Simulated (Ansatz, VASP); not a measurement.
**SnW in VASP and in Ansatz**

```xyz
2
Lattice="3.3394 0.0000 0.0000 0.0000 3.3394 0.0000 0.0000 0.0000 3.3394" Properties=species:S:1:pos:R:3 pbc="T T T"
Sn    0.0000    0.0000    0.0000
W     1.6697    1.6697    1.6697
```

Change from the starting cell: species swapped into the LiPd type (Pm-3m, No. 221).

Alike in both runs: task relaxation of cell and atoms; functional PBE; k mesh 16 × 16 × 16; occupations gaussian, width 0.1 eV; no spin polarisation.

|  | VASP | Ansatz |
| --- | --- | --- |
| version | VASP 6.6.1 | Ansatz 0.2.0 |
| potentials or method | VASP PAW PBE potentials, release 64 (Sn_d, W_sv), cutoff 600 eV | scalar-relativistic, plane waves, PAW |
| valence electrons in the cell | 28 | 28 |

VASP gave:

| Item | Value |
| --- | --- |
| gap on the k mesh at the Fermi level, each at its own relaxed structure (eV) | none |
| relaxed volume (Å³/atom) | 18.49 |
| relaxed length of the cell vector where the two differ most in proportion (Å) | 3.332 |

Question: Estimate Ansatz's values.

Answer: gap on the k mesh at the Fermi level, each at its own relaxed structure (eV): none; relaxed volume (Å³/atom): 18.48; relaxed length of the cell vector where the two differ most in proportion (Å): 3.331.

A gap of «none» marks a metal or a gap that the smearing closes.

Neither program's run includes spin-orbit coupling.
